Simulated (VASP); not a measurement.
# C (Cmme) in VASP: notebook

C is run at these levels: PBEsol; tasks: single point.

Program: VASP 6.6.1. These are calculated values, not measurements. Logs are shortened: lines on timing, memory, paths and dates and some standing lists are left out, and cuts for length are marked.

## Step 1: The cell of the first run

The typed cell holds 4 atoms: a = 2.307 Å, b = 2.307 Å, c = 6.778 Å, α = 90.00°, β = 90.00°, γ = 115.93°.

## Step 2: Single point, PBEsol

The input, INCAR:

```
  PREC = Accurate
  ENCUT = 520
  EDIFF = 1E-6
  ISMEAR = 0
  SIGMA = 0.15
  LREAL = False
  LASPH = True
  NELM = 60
  ALGO = Normal
  ISIF = 2
  LWAVE = False
  LCHARG = False
  GGA = PS
  NBANDS = 16
```

The input, KPOINTS:

```
regular mesh
0
Gamma
  21 21 6
```

The input, POSCAR:

```
C
1.0
    1.2237521640     -1.9558609693      0.0000000000
    1.2237521640      1.9558609693      0.0000000000
    0.0000000000      0.0000000000      6.7775533395
C
4
Direct
    0.0833216498      0.9166783502      0.7498439858
    0.5833216498      0.4166783502      0.2501560142
    0.9166783502      0.0833216498      0.2501560142
    0.4166783502      0.5833216498      0.7498439858
```

Potentials or basis: VASP PAW PBE potentials, release 64 (C).

Command:

```sh
$ cat potpaw_PBE.64/C/POTCAR > POTCAR
$ mpirun -np 1 vasp_std > vasp.out
```

OUTCAR:

```text
PREC = Accurate
   ENCUT = 520
   EDIFF = 1E-6
   ISMEAR = 0
   LREAL = False
   LASPH = True
   NELM = 60
   ISIF = 2
   GGA = PS

 ion  position               nearest neighbor table
   1  0.083  0.917  0.750-   4 1.30   4 1.39   4 1.39
   2  0.583  0.417  0.250-   3 1.30   3 1.39   3 1.39
   3  0.917  0.083  0.250-   2 1.30   2 1.39   2 1.39
   4  0.417  0.583  0.750-   1 1.30   1 1.39   1 1.39

  LATTYP: Found a base centered orthorhombic cell.
 ALAT       =     2.4475043280
 B/A-ratio  =     1.5982492426
 C/A-ratio  =     2.7691690928

  Lattice vectors:

 A1 = (   1.2237521640,  -1.9558609693,   0.0000000000)
 A2 = (   1.2237521640,   1.9558609693,   0.0000000000)
 A3 = (   0.0000000000,   0.0000000000,   6.7775533395)

Analysis of symmetry for initial positions (statically):
=====================================================================
 Subroutine PRICEL returns:
 Original cell was already a primitive cell.

 Routine SETGRP: Setting up the symmetry group for a
 base centered orthorhombic supercell.

 Subroutine GETGRP returns: Found  8 space group operations
 (whereof  4 operations were pure point group operations)
 out of a pool of  8 trial point group operations.

The static configuration has the point symmetry C_2h.
 The point group associated with its full space group is D_2h.

Analysis of symmetry for dynamics (positions and initial velocities):
=====================================================================
 Subroutine PRICEL returns:
 Original cell was already a primitive cell.

 Routine SETGRP: Setting up the symmetry group for a
 base centered orthorhombic supercell.

 Subroutine GETGRP returns: Found  8 space group operations
 (whereof  4 operations were pure point group operations)
 out of a pool of  8 trial point group operations.

The dynamic configuration has the point symmetry C_2h.
 The point group associated with its full space group is D_2h.

 Subroutine INISYM returns: Found  8 space group operations
 (whereof  4 operations are pure point group operations),
 and found     1 'primitive' translations

----------------------------------------------------------------------------------------

                                     Primitive cell

  volume of cell :      32.4440

  direct lattice vectors                    reciprocal lattice vectors
     1.223752164 -1.955860969  0.000000000     0.408579461 -0.255641893  0.000000000
     1.223752164  1.955860969  0.000000000     0.408579461  0.255641893  0.000000000
     0.000000000  0.000000000  6.777553339     0.000000000  0.000000000  0.147545869

  length of vectors
     2.307154414  2.307154414  6.777553339     0.481964681  0.481964681  0.147545869

  position of ions in fractional coordinates (direct lattice)
     0.083321650  0.916678350  0.749843986
     0.583321650  0.416678350  0.250156014
     0.916678350  0.083321650  0.250156014
     0.416678350  0.583321650  0.749843986

  ion indices of the primitive-cell ions
   primitive index   ion index
                 1           1
                 2           2
                 3           3
                 4           4

----------------------------------------------------------------------------------------

 KPOINTS: regular mesh

Automatic generation of k-mesh.
 Grid dimensions read from file:
 generate k-points for:   21   21    6

 Generating k-lattice:

  Cartesian coordinates                     Fractional coordinates (reciprocal lattice)
     0.019456165 -0.012173423  0.000000000     0.047619048  0.000000000  0.000000000
     0.019456165  0.012173423  0.000000000     0.000000000  0.047619048  0.000000000
     0.000000000  0.000000000  0.024590978     0.000000000  0.000000000  0.166666667

  Length of vectors
     0.022950699  0.022950699  0.024590978

  Shift w.r.t. Gamma in fractional coordinates (k-lattice)
     0.000000000  0.000000000  0.000000000

 Subroutine IBZKPT returns following result:
 ===========================================

 Found    484 irreducible k-points:

 Following reciprocal coordinates:
            Coordinates               Weight
  0.000000  0.000000  0.000000      1.000000
  0.047619  0.000000  0.000000      4.000000
  0.095238  0.000000  0.000000      4.000000
  0.142857  0.000000  0.000000      4.000000
  0.190476  0.000000  0.000000      4.000000
  0.238095  0.000000  0.000000      4.000000
[... 16 lines left out ...]
 -0.428571  0.047619  0.000000      4.000000
 -0.380952  0.047619  0.000000      4.000000
 [... further k-points ...]
   k-points           NKPTS =    484   k-points in BZ     NKDIM =    484   number of bands    NBANDS=     16
   number of dos      NEDOS =    301   number of ions     NIONS =      4
   total plane-waves  NPLWV =  16200
   dimension x,y,z NGX =    18 NGY =   18 NGZ =   50
   dimension x,y,z NGXF=    36 NGYF=   36 NGZF=  100
   ions per type =               4
   NGX,Y,Z   is equivalent  to a cutoff of  12.97, 12.97, 12.26 a.u.
   NGXF,Y,Z  is equivalent  to a cutoff of  25.94, 25.94, 24.53 a.u.
 SYSTEM =  unknown system
   PREC   = accura    normal or accurate (medium, high low for compatibility)
   ISTART =      0    job   : 0-new  1-cont  2-samecut
   ICHARG =      2    charge: 1-file 2-atom 10-const
   ISPIN  =      1    spin polarized calculation?
   LNONCOLLINEAR =      F non collinear calculations
   LSORBIT =      F    spin-orbit coupling
   LASPH  =      T    aspherical Exc in radial PAW
   ENCUT  =  520.0 eV  38.22 Ry    6.18 a.u.   4.29  4.29 12.60*2*pi/ulx,y,z
   NELM   =     60;   NELMIN=  2; NELMDL= -5     # of ELM steps
   EDIFF  = 0.1E-05   stopping-criterion for ELM
   LREAL  =      F    real-space projection
   EDIFFG = 0.1E-04   stopping-criterion for IOM
   NSW    =      0    number of steps for IOM
   IBRION =     -1    ionic relax: 0-MD 1-quasi-New 2-CG
   NFREE  =      0    steps in history (QN), initial steepest desc. (CG)
   ISIF   =      2    stress and relaxation
   ISYM   =      2    0-nonsym 1-usesym 2-fastsym
   POTIM  = 0.5000    time-step for ionic-motion
   TEBEG  =    0.0;   TEEND  =   0.0 temperature during run
   PSTRESS=    0.0 pullay stress
   NELECT =      16.0000    total number of electrons
   NUPDOWN=      -1.0000    fix difference up-down
   EMIN   =  10.00;   EMAX   =-10.00  energy-range for DOS
   EFERMI =   0.00;   METHOD = LEGACY
   ISMEAR =     0;   SIGMA  =   0.15  broadening in eV -4-tet -1-fermi 0-gaus
   EFERMI_NEDOS =   21; number of points for ismear=-14 and -15
   IALGO  =     38    algorithm
   IMIX   =      4    mixing-type and parameters
     AMIX     =   0.40;   BMIX     =  1.00
     AMIX_MAG =   1.60;   BMIX_MAG =  1.00
  volume/ion in A,a.u.               =       8.11        54.74
  Fermi-wavevector in a.u.,A,eV,Ry     =   1.293411  2.444193 22.761365  1.672913
  Thomas-Fermi vector in A             =   2.425059
   LORBIT       =      0    0 simple, 1 ext, 2 COOP (PROOUT), +10 PAW based schemes
   GGA     = PS    functional components
   LHFCALC =     F    Hartree Fock is set to
   AEXX    =    0.0000 exact exchange contribution
   IVDW    =     0    specifies the selected vdW correction
   LEPSILON=     F    determine dielectric tensor
   LRPA    =     F    only Hartree local field effects (RPA)
 non-spin polarized calculation
 Gauss-broadening in eV      SIGMA  =   0.15
  energy-cutoff  :      520.00
  volume of cell :       32.44
 maximum number of plane-waves:       897
 NGX is ok and might be reduce to    18

 number of electron      16.0000002 magnetization

 Free energy of the ion-electron system (eV)
  ---------------------------------------------------
  ext. energy  EPLUGINS =         0.00000000
  ---------------------------------------------------
  free energy    TOTEN  =       -37.57655661 eV

  energy without entropy =      -37.57619608  energy(sigma->0) =      -37.57637634

 E-fermi :   5.4554     XC(G=0): -10.7576

 val. band max:        5.4346710743   @ k =   0.3333   0.3333   0.0000
 cond. band min:       5.4906863616   @ k =   0.3810   0.3810   0.0000
 fundamental gap:      0.0560152873
 Fermi energy:         5.4553771513

 k-point     1 :       0.0000    0.0000    0.0000
  band No.  band energies     occupation
      1     -15.3853      2.00000
      2     -15.1184      2.00000
      3      -4.1200      2.00000
      4      -2.3068      2.00000
      5       2.3839      2.00000
      6       2.4129      2.00000
[... 8 lines left out ...]
     15      18.5188      0.00000
     16      18.7546      0.00000

 k-point     2 :       0.0476    0.0000    0.0000
  band No.  band energies     occupation
      1     -15.3288      2.00000
      2     -15.0630      2.00000
      3      -4.0494      2.00000
      4      -2.2399      2.00000
      5       2.1639      2.00000
      6       2.1940      2.00000
[... 8 lines left out ...]
     15      18.2683      0.00000
     16      18.5349      0.00000

 k-point     3 :       0.0952    0.0000    0.0000
  band No.  band energies     occupation
      1     -15.1596      2.00000
      2     -14.8969      2.00000
      3      -3.8381      2.00000
      4      -2.0400      2.00000
      5       1.4667      2.00000
      6       1.5022      2.00000
[... 8 lines left out ...]
     15      17.5499      0.00000
     16      17.9127      0.00000

 k-point     4 :       0.1429    0.0000    0.0000
  band No.  band energies     occupation
      1     -14.8784      2.00000
      2     -14.6204      2.00000
      3      -3.4875      2.00000
      4      -1.7093      2.00000
      5       0.4189      2.00000
      6       0.4672      2.00000
[... 8 lines left out ...]
     15      16.9091      0.00000
     16      16.9989      0.00000
[... 324 lines left out ...]
 k-point    22 :      -0.4762    0.0476    0.0000
  band No.  band energies     occupation
      1     -10.3766      2.00000
      2     -10.2077      2.00000
      3      -8.0666      2.00000
      4      -7.9281      2.00000
      5      -0.9199      2.00000
      6      -0.8991      2.00000
[... 8 lines left out ...]
     15      19.6727      0.00000
     16      21.3007      0.00000

 k-point    23 :      -0.4286    0.0476    0.0000
  band No.  band energies     occupation
      1     -11.3049      2.00000
      2     -11.1081      2.00000
      3      -6.9111      2.00000
      4      -6.7758      2.00000
      5      -0.7307      2.00000
      6      -0.7115      2.00000
[... 8 lines left out ...]
     15      18.9756      0.00000
     16      22.1407      0.00000

 k-point    24 :      -0.3810    0.0476    0.0000
  band No.  band energies     occupation
      1     -12.1692      2.00000
      2     -11.9564      2.00000
      3      -5.6449      2.00000
      4      -5.5242      2.00000
      5      -0.4409      2.00000
      6      -0.4236      2.00000
[... 8 lines left out ...]
     15      19.8109      0.00000
     16      21.9346      0.00000

 [... further k-points ...]
[... 5 lines left out ...]
  --------------------------------------------------------------------------------------
  -------------------------------------------------------------------------------------
  Total        5.1329325     23.9938496      0.1892178      0.0000000      0.0000000      0.0000000
  in kB      253.4788608   1184.8847822      9.3441151      0.0000000      0.0000000      0.0000000
  external PRESSURE =     482.5692527 kB  Pullay stress =       0.0000000 kB

 VOLUME and BASIS-vectors are now :
 -----------------------------------------------------------------------------
  energy-cutoff  :      520.00
  volume of cell :       32.44
      direct lattice vectors                 reciprocal lattice vectors
     1.223752164 -1.955860969  0.000000000     0.408579461 -0.255641893  0.000000000
     1.223752164  1.955860969  0.000000000     0.408579461  0.255641893  0.000000000
     0.000000000  0.000000000  6.777553339     0.000000000  0.000000000  0.147545869

 POSITION                                       TOTAL-FORCE (eV/Angst)
 -----------------------------------------------------------------------------------
      1.22375      1.62993      5.08211         0.000000      2.346659      0.000480
      1.22375     -0.32593      1.69545         0.000000      2.346659     -0.000480
      1.22375     -1.62993      1.69545         0.000000     -2.346659     -0.000480
      1.22375      0.32593      5.08211         0.000000     -2.346659      0.000480
 -----------------------------------------------------------------------------------
    total drift:                                0.000000      0.000000     -0.000000

  FREE ENERGIE OF THE ION-ELECTRON SYSTEM (eV)
  ---------------------------------------------------
  free  energy   TOTEN  =       -37.5765566055 eV

  energy  without entropy=      -37.5761960767  energy(sigma->0) =      -37.57637634
```

It took 4.6 min on 1 thread of AMD EPYC 7R13, shared host; peak memory 0.25 GiB.

What came out:

```
Free energy            : -37.5766 eV
Pressure               : 48.3 GPa
Largest force          : 2.347 eV/Å
Band gap on the k mesh : zero (band 8 reaches 5.49 eV, above the bottom of band 9 at 5.43 eV)
```

Forces in eV/Å, atoms in the order of the input:
```
C    0.000  2.347  0.000
C    0.000  2.347  0.000
C    0.000 -2.347  0.000
C    0.000 -2.347  0.000
```

Stress tensor (GPa, compression positive):
```
 25.35   0.00   0.00
  0.00 118.49   0.00
  0.00   0.00   0.93
```

Levels at points of the mesh, in eV from the Fermi level:
```tsv
k point	band 5	band 6	band 7	band 8	band 9	band 10	band 11	band 12
(0.00, 0.00, 0.00)	-3.07	-3.04	-2.84	-2.83	3.34	8.19	8.28	9.50
(0.00, 0.00, 0.50)	-3.06	-3.06	-2.83	-2.83	5.88	5.89	8.24	8.24
```

Caveat: the PAW data sets were made with another functional, which shifts forces and pressure a little; this functional lacks dispersion, which binds the layers, so the pressure and a relaxed spacing across them are unreliable.

## Step 3: Single point, PBEsol

The input, INCAR:

```
SYSTEM = C
ALGO     = Normal         ! electronic algorithm
EDIFF    = 1E-6           ! SCF threshold, eV
ENCUT    = 520            ! plane-wave cutoff, eV
GGA      = PS             ! functional
ISIF     = 2              ! what is computed and relaxed
ISMEAR   = 0              ! smearing method
LASPH    = .True.         ! aspherical terms in the spheres
LCHARG   = .True.         ! write CHGCAR
LELF     = .True.         ! ELF
LREAL    = .False.        ! projectors in reciprocal space
LVHAR    = .True.       
LWAVE    = .False.        ! write WAVECAR
NBANDS   = 16             ! bands
NELM     = 100            ! most SCF steps
PREC     = Accurate       ! precision mode
SIGMA    = 0.15           ! smearing width, eV
```

The input, KPOINTS:

```
k-points
0
Gamma
  21 21 6
  0 0 0
```

The input, POSCAR:

```
C
1.0
    1.2021215719     -1.9733790859      0.0000000000
    1.2021215719      1.9733790859      0.0000000000
    0.0000000000      0.0000000000      6.8382580482
C
4
Direct
    0.0833216498      0.9166783502      0.7498439858
    0.5833216498      0.4166783502      0.2501560142
    0.9166783502      0.0833216498      0.2501560142
    0.4166783502      0.5833216498      0.7498439858
```

Potentials or basis: VASP PAW PBE potentials, release 64 (C).

Command:

```sh
$ cat potpaw_PBE.64/C/POTCAR > POTCAR
$ mpirun -np 1 vasp_std > vasp.out
```

Run time: 5.1 min. Hardware: 1 thread of AMD EPYC 7R13, shared host; peak memory 0.25 GiB.

It converged, with:

* Free energy: -37.6540 eV
* Pressure: 52.1 GPa
* Largest force: 1.580 eV/Å

Forces on the atoms (eV/Å):
```
C    0.000  1.580  0.000
C    0.000  1.580  0.000
C    0.000 -1.580  0.000
C    0.000 -1.580  0.000
```

Stress tensor (GPa, compression positive):
```
 46.42   0.00   0.00
  0.00 108.98   0.00
  0.00   0.00   0.77
```

Levels at points of the mesh, in eV from the Fermi level:
```tsv
k point	band 4	band 5	band 6	band 7	band 8	band 9	band 10	band 11	band 12	band 13
(0.00, 0.00, 0.00)	-7.77	-2.91	-2.89	-2.69	-2.69	3.36	8.75	8.83	9.40	9.96
(0.00, 0.00, 0.50)	-8.70	-2.90	-2.90	-2.69	-2.69	5.84	5.85	8.79	8.79	9.97
```

Caveat: the PAW data sets were made with another functional, which shifts forces and pressure a little; this functional lacks dispersion, which binds the layers, so the pressure and a relaxed spacing across them are unreliable.

## Step 4: Single point, PBEsol

This run uses another cell than the first one, of the same volume but with other edges.

The input, INCAR:

```
SYSTEM = C
  PREC = Accurate
  ENCUT = 520
  EDIFF = 1E-6
  ISMEAR = 0
  SIGMA = 0.15
  LREAL = .FALSE.
  LASPH = .TRUE.
  NELM = 60
  ALGO = Normal
  ISIF = 2
  LWAVE = .FALSE.
  LCHARG = .FALSE.
  GGA = PS
  NBANDS = 16
```

The input, KPOINTS:

```
Automatic mesh
0
G
  21 21 6
  0 0 0
```

The input, POSCAR:

```
C
1.0
    1.1600432883     -2.0088505054      0.0000000000
    1.1600432883      2.0088505054      0.0000000000
    0.0000000000      0.0000000000      6.9611754955
C
4
Direct
    0.0833216498      0.9166783502      0.7498439858
    0.5833216498      0.4166783502      0.2501560142
    0.9166783502      0.0833216498      0.2501560142
    0.4166783502      0.5833216498      0.7498439858
```

Command:

```sh
$ cat potpaw_PBE.64/C/POTCAR > POTCAR
$ mpirun -np 1 vasp_std > vasp.out
```

Wall time 4.6 min (1 thread of AMD EPYC 7R13, shared host); peak memory 0.25 GiB.

The run converged. Its results:

| Property | Result |
| --- | --- |
| Free energy | -37.5217 eV |
| Pressure | 61.3 GPa |
| Band gap on the k mesh | zero (filled and empty bands touch) |

Stress tensor (GPa, compression positive):
```
91.80  0.00  0.00
 0.00 91.72  0.00
 0.00  0.00  0.41
```

Levels at points of the mesh, in eV from the Fermi level:
```
           k point  band 5  band 6  band 7  band 8  band 9  band 10  band 11  band 12
(0.00, 0.00, 0.00)   -2.86   -2.85   -2.85   -2.84    3.05     8.82     9.56     9.58
(0.00, 0.00, 0.50)   -2.85   -2.85   -2.85   -2.85    5.40     5.41     9.59     9.59
```

Caveat: the PAW data sets were made with another functional, which shifts forces and pressure a little; this functional lacks dispersion, which binds the layers, so the pressure and a relaxed spacing across them are unreliable.

## Step 5: The runs side by side

| cell | gap on the mesh (eV) | pressure (GPa) | largest force (eV/Å) |
| --- | --- | --- | --- |
| a = 2.307, b = 2.307, c = 6.778 Å, angles 90.0, 90.0, 115.9°, 4 atoms | none | 48.3 | 2.35 |
| a = 2.311, b = 2.311, c = 6.838 Å, angles 90.0, 90.0, 117.3°, 4 atoms | - | 52.1 | 1.58 |
| a = 2.320, b = 2.320, c = 6.961 Å, angles 90.0, 90.0, 120.0°, 4 atoms | none | 61.3 | - |

Alike in all rows: task single point; level PBEsol; potentials or basis VASP PAW PBE potentials, release 64 (C); no spin polarisation; k mesh 21 × 21 × 6; cutoff (eV) 520; smearing gaussian 0.15 eV.

Caveats: the PAW data sets were made with another functional, which shifts forces and pressure a little; this functional lacks dispersion, which binds the layers, so the pressure and a relaxed spacing across them are unreliable.

Total energies depend on the potentials used, so only differences within one code and one set of settings carry meaning.
